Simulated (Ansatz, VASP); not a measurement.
Two plane-wave programs on PbO2

Contents of INCAR:

```
SYSTEM = PbO2
PREC = Accurate
ENCUT = 600
EDIFF = 1E-7
ISMEAR = 0
SIGMA = 0.1
LREAL = .FALSE.
LASPH = .TRUE.
NELM = 100
ALGO = Normal
ISIF = 3
LWAVE = .FALSE.
LCHARG = .FALSE.
GGA = PS
IBRION = 2
NSW = 100
EDIFFG = -0.005
```

The input KPOINTS:

```
Automatic mesh
0
G
  8 8 10
  0 0 0
```

Contents of POSCAR:

```
PbO2
1.0
    4.9972607004      0.0000000000      0.0000000000
    0.0000000000      4.9972607004      0.0000000000
    0.0000000000      0.0000000000      3.4115569378
Pb O
2 4
Direct
    0.0000000000      0.0000000000      0.0000000000
    0.5000000000      0.5000000000      0.5000000000
    0.3076225152      0.3076225152      0.0000000000
    0.1923774848      0.8076225152      0.5000000000
    0.6923774848      0.6923774848      0.0000000000
    0.8076225152      0.1923774848      0.5000000000
```

Input for Ansatz:

```yaml
crystal:
  lattice:
    - [4.9972607004, 0.0, 0.0]
    - [0.0, 4.9972607004, 0.0]
    - [0.0, 0.0, 3.4115569378]
  atoms:
    - { symbol: Pb, position: [0.0, 0.0, 0.0] }
    - { symbol: Pb, position: [0.5, 0.5, 0.5] }
    - { symbol: O, position: [0.3076225152, 0.3076225152, 0.0] }
    - { symbol: O, position: [0.1923774848, 0.8076225152, 0.5] }
    - { symbol: O, position: [0.6923774848, 0.6923774848, 0.0] }
    - { symbol: O, position: [0.8076225152, 0.1923774848, 0.5] }
basis:
  ecutwfc: 420
kpoints:
  mp_grid: { grid: [8, 8, 10] }
hamiltonian:
  xc: pbesol
scf:
  occupations: { method: gaussian, width: 0.1 }
output:
  forces: true
  stress: true
  eigenvalues: true
relax:
  adjacent_minimum: "off"
  f_tol: 0.005
  max_steps: 80
  cell: { stress_tol: 0.05 }
```

Alike in both runs: task relaxation of cell and atoms; functional PBEsol; k mesh 8 × 8 × 10; occupations gaussian, width 0.1 eV; no spin polarisation.

|  | VASP | Ansatz |
| --- | --- | --- |
| version | VASP 6.6.1 | Ansatz 0.2.0 |
| potentials or method | VASP PAW PBE potentials, release 64 (Pb_d, O), cutoff 600 eV | scalar-relativistic, plane waves, PAW |
| valence electrons in the cell | 52 | 52 |

VASP gave:

| Property | Result |
| --- | --- |
| gap on the k mesh at the Fermi level, each at its own relaxed structure (eV) | none |
| relaxed volume (Å³/atom) | 14.22 |
| relaxed cell length with the largest relative difference (Å) | 3.414 |

Task: Estimate Ansatz's values.

Result: gap on the k mesh at the Fermi level, each at its own relaxed structure (eV): none; relaxed volume (Å³/atom): 14.20; relaxed cell length with the largest relative difference (Å): 3.412.

VASP's potentials were made for PBE, not for PBEsol. A gap of «none» marks a metal or a gap that the smearing closes.

Spin-orbit coupling is off throughout.
